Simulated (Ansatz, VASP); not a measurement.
# Two plane-wave programs on MgCdSe

```
Mg Cd Se
1.0
     4.71517    0.00000    0.00000
    -2.35758    4.08345    0.00000
     0.00000    0.00000    3.71025
Mg Cd Se
1 1 1
Direct
  0.66667 0.33333 0.50000
  0.33333 0.66667 0.00000
  0.00000 0.00000 0.00000
```

Change from the starting cell: species swapped into the PrNiAs type (P-6m2, No. 187).

Alike in both runs: task relaxation of cell and atoms; functional PBE; k mesh 12 × 12 × 12; occupations gaussian, width 0.1 eV; no spin polarisation.

|  | VASP | Ansatz |
| --- | --- | --- |
| version | VASP 6.6.1 | Ansatz 0.2.0 |
| potentials or method | VASP PAW PBE potentials, release 64 (Mg, Cd, Se), cutoff 600 eV | scalar-relativistic, plane waves, PAW |
| valence electrons in the cell | 20 | 46 |

Ansatz gave:

| Property | Result |
| --- | --- |
| gap on the k mesh at the Fermi level, each at its own relaxed structure (eV) | none |
| relaxed volume (Å³/atom) | 23.97 |
| relaxed cell length with the largest relative difference (Å) | 4.726 |

**Question.** Which values does VASP return?

**Answer.** gap on the k mesh at the Fermi level, each at its own relaxed structure (eV): none; relaxed volume (Å³/atom): 24.01; relaxed cell length with the largest relative difference (Å): 4.732.

A gap of «none» marks a metal or a gap that the smearing closes. VASP's potentials hold 20 valence electrons a cell and Ansatz's 46, so a difference there can come from the potentials and not from the codes.
